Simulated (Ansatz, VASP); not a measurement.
# ZnSe in VASP and in Ansatz

```xyz
2
Lattice="0.0000 2.6299 2.6299 2.6299 0.0000 2.6299 2.6299 2.6299 0.0000" Properties=species:S:1:pos:R:3 pbc="T T T"
Zn    0.0000    0.0000    0.0000
Se    1.3150    1.3150    1.3150
```

Alike in both runs: task single point; functional r2SCAN; k mesh 6 × 6 × 6; occupations gaussian, width 0.05 eV; no spin polarisation.

|  | VASP | Ansatz |
| --- | --- | --- |
| version | VASP 6.6.1 | Ansatz 0.2.0 |
| potentials or method | VASP PAW PBE potentials, release 64 (Zn, Se), cutoff 550 eV | scalar-relativistic, plane waves, PAW |
| valence electrons in the cell | 18 | 28 |

|  | VASP | Ansatz | Ansatz less VASP |
| --- | --- | --- | --- |
| gap on the k mesh at the Fermi level (eV) | 2.73 | 2.74 | +0.007 |
| least direct gap on the mesh (eV) | 2.92 | 2.89 | -0.024 |
| pressure (GPa) | 24.2 | 23.9 | -0.27 |

VASP's potentials were made for PBE, not for r2SCAN. With one functional, cell and mesh, what is left measures potentials, basis and numerics. VASP's potentials hold 18 valence electrons a cell and Ansatz's 28, so a difference there can come from the potentials and not from the codes.
